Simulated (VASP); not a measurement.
# HfO2 (R-3m) in VASP: a series of runs, part 2 of 2

VASP 6.6.1.

## 3. Single point, PBE (mode 7 (554.9 1/cm) frozen in, largest displacement +0.075 Å)

File INCAR:

```
SYSTEM = HfO2
ALGO = Normal
EDIFF = 1E-6
ENCUT = 520
GGA = PE
ISIF = 2
ISMEAR = 0
LASPH = .TRUE.
LCHARG = .FALSE.
LREAL = .FALSE.
LWAVE = .FALSE.
NBANDS = 18
NELM = 60
PREC = Accurate
SIGMA = 0.05
```

File KPOINTS:

```
k-points
0
G
  8 8 8
  0 0 0
```

File POSCAR:

```
HfO2
1.0
    0.0000000000      2.5575000000      2.5575000000
    2.5575000000      0.0000000000      2.5575000000
    2.5575000000      2.5575000000      0.0000000000
Hf O
1 2
Direct
    0.0000000000      0.0000000000      0.0000000000
    0.2584655465      0.2584655465      0.2584655465
    0.7415344535      0.7415344535      0.7415344535
```

Potentials or basis: VASP PAW PBE potentials, release 64 (Hf_pv, O).

The run is started by

```bash
> cat potpaw_PBE.64/Hf_pv/POTCAR potpaw_PBE.64/O/POTCAR > POTCAR
> mpirun -np 1 vasp_std > vasp.out
```

OUTCAR:

```text
SYSTEM = HfO2
   EDIFF = 1E-6
   ENCUT = 520
   GGA = PE
   ISIF = 2
   ISMEAR = 0
   LASPH = .TRUE.
   LREAL = .FALSE.
   NELM = 60
   PREC = Accurate

 ion  position               nearest neighbor table
   1  0.000  0.000  0.000-   3 2.19   3 2.19   3 2.19   2 2.19   2 2.19   2 2.19   3 2.29   2 2.29

   2  0.258  0.258  0.258-   1 2.19   1 2.19   1 2.19   1 2.29
   3  0.742  0.742  0.742-   1 2.19   1 2.19   1 2.19   1 2.29

  LATTYP: Found a face centered cubic cell.
 ALAT       =     5.1150000000

  Lattice vectors:

 A1 = (   0.0000000000,   2.5575000000,   2.5575000000)
 A2 = (   2.5575000000,   0.0000000000,   2.5575000000)
 A3 = (   2.5575000000,   2.5575000000,   0.0000000000)

Analysis of symmetry for initial positions (statically):
=====================================================================
 Subroutine PRICEL returns:
 Original cell was already a primitive cell.

 Routine SETGRP: Setting up the symmetry group for a
 face centered cubic supercell.

 Subroutine GETGRP returns: Found 12 space group operations
 (whereof 12 operations were pure point group operations)
 out of a pool of 48 trial point group operations.

The static configuration has the point symmetry D_3d.

Analysis of symmetry for dynamics (positions and initial velocities):
=====================================================================
 Subroutine PRICEL returns:
 Original cell was already a primitive cell.

 Routine SETGRP: Setting up the symmetry group for a
 face centered cubic supercell.

 Subroutine GETGRP returns: Found 12 space group operations
 (whereof 12 operations were pure point group operations)
 out of a pool of 48 trial point group operations.

The dynamic configuration has the point symmetry D_3d.

 Subroutine INISYM returns: Found 12 space group operations
[... 108 lines left out ...]
   TEBEG  =    0.0;   TEEND  =   0.0 temperature during run
   PSTRESS=    0.0 pullay stress
   NELECT =      22.0000    total number of electrons
   NUPDOWN=      -1.0000    fix difference up-down
   EMIN   =  10.00;   EMAX   =-10.00  energy-range for DOS
   EFERMI =   0.00;   METHOD = LEGACY
   ISMEAR =     0;   SIGMA  =   0.05  broadening in eV -4-tet -1-fermi 0-gaus
   EFERMI_NEDOS =   21; number of points for ismear=-14 and -15
   IALGO  =     38    algorithm
   IMIX   =      4    mixing-type and parameters
     AMIX     =   0.40;   BMIX     =  1.00
     AMIX_MAG =   1.60;   BMIX_MAG =  1.00
  volume/ion in A,a.u.               =      11.15        75.26
  Fermi-wavevector in a.u.,A,eV,Ry     =   1.423607  2.690227 27.574337  2.026657
  Thomas-Fermi vector in A             =   2.544186
   LORBIT       =      0    0 simple, 1 ext, 2 COOP (PROOUT), +10 PAW based schemes
   GGA     = PE    functional components
   LHFCALC =     F    Hartree Fock is set to
   AEXX    =    0.0000 exact exchange contribution
   IVDW    =     0    specifies the selected vdW correction
   LEPSILON=     F    determine dielectric tensor
   LRPA    =     F    only Hartree local field effects (RPA)
 non-spin polarized calculation
 Gauss-broadening in eV      SIGMA  =   0.05
  energy-cutoff  :      520.00
  volume of cell :       33.46
 maximum number of plane-waves:       934
   NGX = 13   NGY = 13   NGZ = 13

 number of electron      22.0000006 magnetization

 Free energy of the ion-electron system (eV)
  ---------------------------------------------------
  ext. energy  EPLUGINS =         0.00000000
  ---------------------------------------------------
  free energy    TOTEN  =       -30.13909100 eV

  energy without entropy =      -30.13909100  energy(sigma->0) =      -30.13909100

 E-fermi :   4.3486     XC(G=0): -11.6963

 val. band max:        4.0688014634   @ k =   0.5000   0.5000   0.0000
 cond. band min:       7.8303924063   @ k =   0.5000   0.5000   0.0000
 fundamental gap:      3.7615909429
 Fermi energy:         4.3486112230

 k-point     1 :       0.0000    0.0000    0.0000
  band No.  band energies     occupation
      1     -25.7832      2.00000
      2     -25.7305      2.00000
      3     -25.7305      2.00000
      4     -14.5349      2.00000
      5     -11.5903      2.00000
      6      -1.2382      2.00000
[... 481 lines left out ...]
      5     -12.2625      2.00000
      6      -0.6976      2.00000
[... 10 lines left out ...]
     17      13.6551      0.00000
     18      16.4170      0.00000

 [... further k-points ...]
[... 5 lines left out ...]
  --------------------------------------------------------------------------------------
  -------------------------------------------------------------------------------------
  Total       -1.0273233     -1.0273233     -1.0273233     -0.4825450     -0.4825450     -0.4825450
  in kB      -49.1972484    -49.1972484    -49.1972484    -23.1084844    -23.1084844    -23.1084844
  external PRESSURE =     -49.1972484 kB  Pullay stress =       0.0000000 kB

 VOLUME and BASIS-vectors are now :
 -----------------------------------------------------------------------------
  energy-cutoff  :      520.00
  volume of cell :       33.46
      direct lattice vectors                 reciprocal lattice vectors
     0.000000000  2.557500000  2.557500000    -0.195503421  0.195503421  0.195503421
     2.557500000  0.000000000  2.557500000     0.195503421 -0.195503421  0.195503421
     2.557500000  2.557500000  0.000000000     0.195503421  0.195503421 -0.195503421

 POSITION                                       TOTAL-FORCE (eV/Angst)
 -----------------------------------------------------------------------------------
      0.00000      0.00000      0.00000         0.000000     -0.000000      0.000000
      1.32205      1.32205      1.32205        -0.705541     -0.705541     -0.705541
      3.79295      3.79295      3.79295         0.705541      0.705541      0.705541
 -----------------------------------------------------------------------------------
    total drift:                               -0.000000     -0.000000     -0.000000

  FREE ENERGIE OF THE ION-ELECTRON SYSTEM (eV)
  ---------------------------------------------------
  free  energy   TOTEN  =       -30.1390909968 eV

  energy  without entropy=      -30.1390909968  energy(sigma->0) =      -30.13909100
```

OSZICAR:

```text
N       E                     dE             d eps       ncg     rms          rms(c)
DAV:   1     0.924202482667E+02    0.92420E+02   -0.12569E+04  2340   0.120E+03
DAV:   2    -0.318865505690E+02   -0.12431E+03   -0.12031E+03  3074   0.286E+02
DAV:   3    -0.359703346479E+02   -0.40838E+01   -0.40689E+01  2648   0.461E+01
DAV:   4    -0.359945446333E+02   -0.24210E-01   -0.24203E-01  2886   0.399E+00
DAV:   5    -0.359946902326E+02   -0.14560E-03   -0.14560E-03  2634   0.288E-01    0.457E+01
DAV:   6    -0.302878008175E+02    0.57069E+01   -0.21011E+01  2386   0.322E+01    0.403E+01
DAV:   7    -0.301818511492E+02    0.10595E+00   -0.70323E-01  2672   0.681E+00    0.287E+01
DAV:   8    -0.301650500053E+02    0.16801E-01   -0.34302E-01  2530   0.529E+00    0.101E+01
DAV:   9    -0.301387142544E+02    0.26336E-01   -0.74892E-02  2470   0.234E+00    0.269E+00
DAV:  10    -0.301390441799E+02   -0.32993E-03   -0.35440E-03  2850   0.448E-01    0.143E-01
DAV:  11    -0.301390728793E+02   -0.28699E-04   -0.19132E-04  2710   0.115E-01    0.198E-01
DAV:  12    -0.301390900606E+02   -0.17181E-04   -0.41377E-05  2572   0.428E-02    0.146E-02
DAV:  13    -0.301390909968E+02   -0.93617E-06   -0.14134E-06  2566   0.888E-03
   1 F= -.30139091E+02 E0= -.30139091E+02  d E =-.414259E-17
```

Run time: 21 s. Hardware: 1 thread of Intel Xeon 6975P-C (Granite Rapids), shared host; peak memory 0.18 GiB.

What came out:

```yaml
Free_energy: -30.1391 eV
Pressure: -4.9 GPa
Largest_force: 1.222 eV/Å
Band_gap_on_the_k_mesh: 3.76 eV, direct
```

Forces on the atoms (eV/Å):
```
Hf   0.000  0.000  0.000
O   -0.706 -0.706 -0.706
O    0.706  0.706  0.706
```

Stress tensor (GPa, compression positive):
```
-4.92 -2.31 -2.31
-2.31 -4.92 -2.31
-2.31 -2.31 -4.92
```

Caveat: the cell differs from its parent crystal (mode 7 (554.9 1/cm) frozen in, largest displacement +0.075 Å); spin-orbit coupling is left out, which moves the levels of the heavy elements; forces of over 1 eV/Å act on the atoms, so gaps and moduli don't describe the material at rest. A k mesh can miss the band edges.
